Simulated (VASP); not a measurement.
Na, 1 atom in the cell. The structure is cubic, space group Pm-3m (No. 221). Conventional cell: a = 3.412 Å, b = 3.412 Å, c = 3.412 Å, α = 90.00°, β = 90.00°, γ = 90.00°. Within 4.5 Å of Na (site symmetry m-3m) lie 6 Na at 3.41 Å. 

* Program: VASP 6.6.1
* Task: single point
* Functional: PBE
* Potentials or basis: VASP PAW PBE potentials, release 64 (Na_pv)
* Cutoff: 520 eV
* k mesh: 12 × 12 × 12
* Occupations: methfessel-paxton, width 0.1 eV
* Spin: no spin polarisation
* Dipole correction: no
* Further INCAR settings: ALGO = Normal; EDIFF = 1e-06; NBANDS = 10

Potentials or basis: VASP PAW PBE potentials, release 64 (Na_pv).

The run is started by

```console
$ cat potpaw_PBE.64/Na_pv/POTCAR > POTCAR
$ mpirun -np 1 vasp_std > vasp.out
```

Hardware: 1 thread of Intel(R) Xeon(R) Platinum 8259CL CPU @ 2.50GHz (Skylake/Cascade Lake), on a shared host.

Estimate the wall time of this run.

Run time: 16 s on 1 thread of Intel(R) Xeon(R) Platinum 8259CL CPU @ 2.50GHz (Skylake/Cascade Lake), with other jobs on the host, peak memory 0.16 GiB. Counts: scf iterations 10, k points 84.
